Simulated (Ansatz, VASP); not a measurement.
**One calculation of Ti, two programs**

INCAR

```
PREC = Accurate
ENCUT = 520
EDIFF = 1E-6
ISMEAR = -1
SIGMA = 0.08
LREAL = F
LASPH = T
NELM = 80
ALGO = Normal
ISIF = 2
LWAVE = F
LCHARG = F
GGA = PS
NBANDS = 19
```

File KPOINTS:

```
Automatic mesh
0
Gamma
  13 13 7
```

File POSCAR:

```
Ti
1.0
    2.9597985897      0.0000000000      0.0000000000
   -1.4798992949      2.5632607688      0.0000000000
    0.0000000000      0.0000000000      4.7015682207
Ti
2
Direct
    0.3333333333      0.6666666667      0.2500000000
    0.6666666667      0.3333333333      0.7500000000
```

Input for Ansatz:

```yaml
crystal:
  lattice:
    - [2.9597985897, 0.0, 0.0]
    - [-1.4798992949, 2.5632607688, 0.0]
    - [0.0, 0.0, 4.7015682207]
  atoms:
    - { symbol: Ti, position: [0.3333333333, 0.6666666667, 0.25] }
    - { symbol: Ti, position: [0.6666666667, 0.3333333333, 0.75] }
kpoints:
  mp_grid: { grid: [13, 13, 7] }
  band_path:
    path:
      - [0.0, 0.0, 0.0]
      - [0.5, 0.0, 0.0]
      - [0.3333333333, 0.3333333333, 0.0]
      - [0.0, 0.0, 0.0]
      - [0.0, 0.0, 0.5]
      - [0.5, 0.0, 0.5]
      - [0.3333333333, 0.3333333333, 0.5]
      - [0.0, 0.0, 0.5]
      - [0.5, 0.0, 0.5]
    npoints: 5
scf:
  occupations: { method: fermi_dirac, width: 0.08 }
hamiltonian:
  xc: pbesol
  pseudopotentials: { kind: all_electron, lapw: { basis_error: 0.0005 } }
output:
  forces: true
  stress: true
  eigenvalues: true
```

Change from the starting cell: volume scaled by 1.01.

Alike in both runs: task single point; functional PBEsol; k mesh 13 × 13 × 7; occupations fermi-dirac, width 0.08 eV; no spin polarisation.

|  | VASP | Ansatz |
| --- | --- | --- |
| version | VASP 6.6.1 | Ansatz 0.2.0 |
| potentials or method | VASP PAW PBE potentials, release 64 (Ti_sv), cutoff 520 eV | all-electron LAPW, scalar-relativistic |

```csv
,VASP,Ansatz,Ansatz less VASP
pressure (GPa),-6.9,-6.8,+0.15
"traceless stress, the component that is largest in VASP (GPa)",-0.34,-0.34,+0.003
```

VASP's potentials were made for PBE, not for PBEsol. Ansatz ran all-electron here, and VASP with PAW potentials.
